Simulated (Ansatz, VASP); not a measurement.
**One calculation of TaN, two programs**

```
Ta N
1.0
     3.04800    0.00000    0.00000
    -1.52400    2.63965    0.00000
     0.00000    0.00000    4.81964
Ta N
2 2
Direct
  0.00000 0.00000 0.00000
  0.00000 0.00000 0.50000
  0.33333 0.66667 0.25000
  0.66667 0.33333 0.75000
```

Change from the starting cell: z stretched by -2 %, ions relaxed.

Alike in both runs: functional PBE; k mesh 18 × 18 × 10; occupations fermi-dirac, width 0.05 eV; collinear spin.

Ansatz relaxed the structure, and its values are those at the end. VASP's run is a single point on that final structure, the one shown.

|  | VASP | Ansatz |
| --- | --- | --- |
| version | VASP 6.6.1 | Ansatz 0.2.0 |
| potentials or method | VASP PAW PBE potentials, release 64 (Ta_pv, N) | plane-wave PAW, scalar-relativistic |
| plane-wave cutoff (eV) | 520 | 420 |
| valence electrons in the cell | 32 | 36 |

```tsv
	VASP	Ansatz	Ansatz less VASP
net moment per atom (μB)	0.00	0.00	0.000
```

VASP's potentials hold 32 valence electrons a cell and Ansatz's 36, so a difference there can come from the potentials and not from the codes. Ansatz's warnings: seeded moment not kept, stress scf threshold loose.

Spin-orbit coupling is off throughout.
